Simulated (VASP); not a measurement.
TePb: single point with BLYP+D3(BJ)

The system is TePb.

```
CELL_PARAMETERS angstrom
0.00000 3.27352 3.27352
3.27352 0.00000 3.27352
3.27352 3.27352 0.00000
ATOMIC_POSITIONS crystal
Pb 0.00000 0.00000 0.00000
Te 0.50000 0.50000 0.50000
```

| Item | Value |
| --- | --- |
| Program | VASP 6.6.1 |
| Task | single point |
| Functional | BLYP |
| Dispersion | D3(BJ) |
| Potentials or basis | VASP PAW PBE potentials, release 64 (Pb_d, Te) |
| Cutoff | 520 eV |
| k mesh | 7 × 7 × 7 |
| Occupations | fermi-dirac, width 0.05 eV |
| Spin | no spin polarisation |
| Dipole correction | no |
| Further INCAR settings | ALGO = Normal; EDIFF = 1e-06; NBANDS = 17 |

```
Pressure                   : -0.7 GPa
Dispersion energy per atom : -0.923 eV
```

Levels at points of the mesh, in eV from the Fermi level:
| k point | band 7 | band 8 | band 9 | band 10 | band 11 | band 12 | band 13 | band 14 |
| --- | --- | --- | --- | --- | --- | --- | --- | --- |
| (0.00, 0.00, 0.00) | -6.30 | -1.70 | -1.70 | -1.70 | 3.46 | 3.46 | 3.46 | 5.60 |

It took 45 s on 1 thread of Intel Xeon 6975P-C (shared host), peak memory 0.22 GiB.

Caveat: this odd mesh misses L, where the gap lies, so gap, dielectric constants and Born charges aren't listed; the PAW data sets were made with another functional, which shifts forces and pressure a little; spin-orbit coupling is left out, which moves the levels of the heavy elements.
